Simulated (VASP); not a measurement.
# Tc (P6_3/mmc) in VASP: a series of runs, part 2 of 2

VASP 6.6.1. Earlier steps stand in the parts before.

### 3 Single point, LDA

This run uses another cell than the first one, of 14.01 Å³/atom, 1.021 times its volume.

The input, INCAR:

```
SYSTEM = Tc
  PREC = Accurate
  ENCUT = 520
  EDIFF = 1E-6
  ISMEAR = -1
  SIGMA = 0.05
  LREAL = .False.
  LASPH = .True.
  NELM = 80
  ALGO = Normal
  ISIF = 2
  LWAVE = .False.
  LCHARG = .True.
  GGA = CA
  LELF = .True.
  LVHAR = .True.
  NBANDS = 20
```

The input, KPOINTS:

```
regular mesh
0
Gamma
  11 11 6
  0 0 0
```

The input, POSCAR:

```
Tc
1.0
    2.7216101842      0.0000000000      0.0000000000
   -1.3608050921      2.3569835587      0.0000000000
    0.0000000000      0.0000000000      4.3684823321
Tc
2
Direct
    0.6666666667      0.3333333333      0.7500000000
    0.3333333333      0.6666666667      0.2500000000
```

Potentials or basis: VASP PAW LDA potentials, release 64 (Tc_pv).

The run is started by

```sh
> cat potpaw_LDA.64/Tc_pv/POTCAR > POTCAR
> mpirun -np 1 vasp_std > vasp.out
```

It took 14 s on 1 thread of Intel Xeon Platinum 8559C (Emerald Rapids), shared host; peak memory 0.14 GiB.

It converged, with:

* Free energy: -23.4716 eV
* Pressure: -5.7 GPa
* Band gap on the k mesh: zero (band 13 reaches 14.34 eV, above the bottom of band 14 at 11.12 eV)

Stress tensor (GPa, compression positive):
```
-5.52  0.00  0.00
 0.00 -5.52  0.00
 0.00  0.00 -6.17
```

Levels at points of the mesh, in eV from the Fermi level:
| k point | band 10 | band 11 | band 12 | band 13 | band 14 | band 15 | band 16 | band 17 |
| --- | --- | --- | --- | --- | --- | --- | --- | --- |
| (0.00, 0.00, 0.00) | -1.61 | -1.54 | -0.86 | -0.86 | -0.12 | -0.12 | 1.77 | 2.63 |
| (0.00, 0.00, 0.50) | -1.91 | -1.74 | -1.74 | -1.74 | -1.74 | 1.94 | 1.94 | 1.94 |

### 4 Single point, LDA

This run uses another cell than the first one, of 14.58 Å³/atom, 1.062 times its volume.

The input, INCAR:

```
PREC     = Accurate       # precision mode
ENCUT    = 520            # plane-wave cutoff, eV
EDIFF    = 1E-6           # SCF threshold, eV
ISMEAR   = -1             # smearing method
SIGMA    = 0.05           # smearing width, eV
LREAL    = F              # projectors in reciprocal space
LASPH    = T              # aspherical terms in the spheres
NELM     = 80             # most SCF steps
ALGO     = Normal         # electronic algorithm
ISIF     = 2              # what is computed and relaxed
LWAVE    = F              # write WAVECAR
LCHARG   = T              # write CHGCAR
LELF     = T              # ELF
LVHAR    = T            
NBANDS   = 20             # bands
```

The input, KPOINTS:

```
regular mesh
0
Gamma
  11 11 6
```

The input, POSCAR:

```
Tc
1.0
    2.7581462242      0.0000000000      0.0000000000
   -1.3790731121      2.3886246975      0.0000000000
    0.0000000000      0.0000000000      4.4271266766
Tc
2
Direct
    0.6666666667      0.3333333333      0.7500000000
    0.3333333333      0.6666666667      0.2500000000
```

Potentials or basis: VASP PAW LDA potentials, release 64 (Tc_pv).

The run is started by

```sh
> cat potpaw_LDA.64/Tc_pv/POTCAR > POTCAR
> mpirun -np 1 vasp_std > vasp.out
```

OUTCAR:

```text
PREC = Accurate
   ENCUT = 520
   EDIFF = 1E-6
   ISMEAR = -1
   LREAL = F
   LASPH = T
   NELM = 80
   ISIF = 2

 ion  position               nearest neighbor table
   1  0.667  0.333  0.750-   2 2.73   2 2.73   2 2.73   2 2.73   2 2.73   2 2.73
   2  0.333  0.667  0.250-   1 2.73   1 2.73   1 2.73   1 2.73   1 2.73   1 2.73

  LATTYP: Found a hexagonal cell.
 ALAT       =     2.7581462242
 C/A-ratio  =     1.6051094890

  Lattice vectors:

 A1 = (   2.7581462242,   0.0000000000,   0.0000000000)
 A2 = (  -1.3790731121,   2.3886246975,   0.0000000000)
[... 191 lines left out ...]
      5     -25.8105      2.00000
      6     -25.7697      2.00000
[... 541 lines left out ...]
     19      24.0607      0.00000
     20      27.5305      0.00000

 [... further k-points ...]
[... 5 lines left out ...]
  --------------------------------------------------------------------------------------
  -------------------------------------------------------------------------------------
  Total       -3.1112498     -3.1112498     -3.2333658     -0.0000000     -0.0000000     -0.0000000
  in kB     -170.9063920   -170.9063920   -177.6144396     -0.0000000     -0.0000000     -0.0000000
  external PRESSURE =    -173.1424078 kB  Pullay stress =       0.0000000 kB

 VOLUME and BASIS-vectors are now :
 -----------------------------------------------------------------------------
  energy-cutoff  :      520.00
  volume of cell :       29.17
      direct lattice vectors                 reciprocal lattice vectors
     2.758146224  0.000000000  0.000000000     0.362562358  0.209325475  0.000000000
    -1.379073112  2.388624698  0.000000000     0.000000000  0.418650951  0.000000000
     0.000000000  0.000000000  4.427126677     0.000000000  0.000000000  0.225880141

 POSITION                                       TOTAL-FORCE (eV/Angst)
 -----------------------------------------------------------------------------------
      1.37907      0.79621      3.32035         0.000000     -0.000000      0.000000
     -0.00000      1.59242      1.10678        -0.000000      0.000000      0.000000
 -----------------------------------------------------------------------------------
    total drift:                               -0.000000      0.000000     -0.000000

  FREE ENERGIE OF THE ION-ELECTRON SYSTEM (eV)
  ---------------------------------------------------
  free  energy   TOTEN  =       -23.3892606698 eV

  energy  without entropy=      -23.3717601843  energy(sigma->0) =      -23.38051043
```

OSZICAR:

```text
N       E                     dE             d eps       ncg     rms          rms(c)
DAV:   1     0.310950221463E+03    0.31095E+03   -0.16401E+04  2584   0.137E+03
DAV:   2    -0.173206117725E+02   -0.32827E+03   -0.32120E+03  2716   0.410E+02
DAV:   3    -0.249629965832E+02   -0.76424E+01   -0.75902E+01  2920   0.732E+01
DAV:   4    -0.250097325368E+02   -0.46736E-01   -0.46731E-01  2832   0.631E+00
DAV:   5    -0.250101839619E+02   -0.45143E-03   -0.45142E-03  2900   0.600E-01    0.199E+01
DAV:   6    -0.235555630530E+02    0.14546E+01   -0.28579E+00  2776   0.157E+01    0.570E+00
DAV:   7    -0.234021727227E+02    0.15339E+00   -0.37509E-01  2904   0.522E+00    0.840E-01
DAV:   8    -0.233892284831E+02    0.12944E-01   -0.95598E-03  2624   0.983E-01    0.141E-01
DAV:   9    -0.233892472938E+02   -0.18811E-04   -0.16781E-04  2940   0.110E-01    0.328E-02
DAV:  10    -0.233892606802E+02   -0.13386E-04   -0.16166E-05  2828   0.310E-02    0.902E-03
DAV:  11    -0.233892606698E+02    0.10331E-07   -0.85116E-07  1716   0.874E-03
   1 F= -.23389261E+02 E0= -.23380510E+02  d E =-.175005E-01
```

stdout:

```text
POSCAR found type information on POSCAR Tc
 POSCAR found :  1 types and       2 ions
 scaLAPACK will be used
 LDA part: xc-table for (Slater(with rela. corr.)+CA(PZ))
 , standard interpolation
 POSCAR, INCAR and KPOINTS ok, starting setup
 FFT: planning ... GRIDC
 FFT: planning ... GRID_SOFT
 FFT: planning ... GRID
 WAVECAR not read
 entering main loop
```

It took 13 s on 1 thread of Intel Xeon Platinum 8559C (Emerald Rapids), shared host; peak memory 0.15 GiB.

What came out:

| Item | Value |
| --- | --- |
| Free energy | -23.3893 eV |
| Pressure | -17.3 GPa |
| Band gap on the k mesh | zero (band 13 reaches 13.57 eV, above the bottom of band 14 at 10.54 eV) |

### 5 The runs side by side

| cell | gap on the mesh (eV) | pressure (GPa) |
| --- | --- | --- |
| a = 2.703, b = 2.703, c = 4.339 Å, angles 90.0, 90.0, 120.0°, 2 atoms | none | 1.1 |
| a = 2.722, b = 2.722, c = 4.368 Å, angles 90.0, 90.0, 120.0°, 2 atoms | none | -5.7 |
| a = 2.758, b = 2.758, c = 4.427 Å, angles 90.0, 90.0, 120.0°, 2 atoms | none | -17.3 |

Alike in all rows: task single point; level LDA; potentials or basis VASP PAW LDA potentials, release 64 (Tc_pv); no spin polarisation; k mesh 11 × 11 × 6; cutoff (eV) 520; smearing fermi-dirac 0.05 eV.

Total energies depend on the potentials used, so only differences within one code and one set of settings carry meaning.
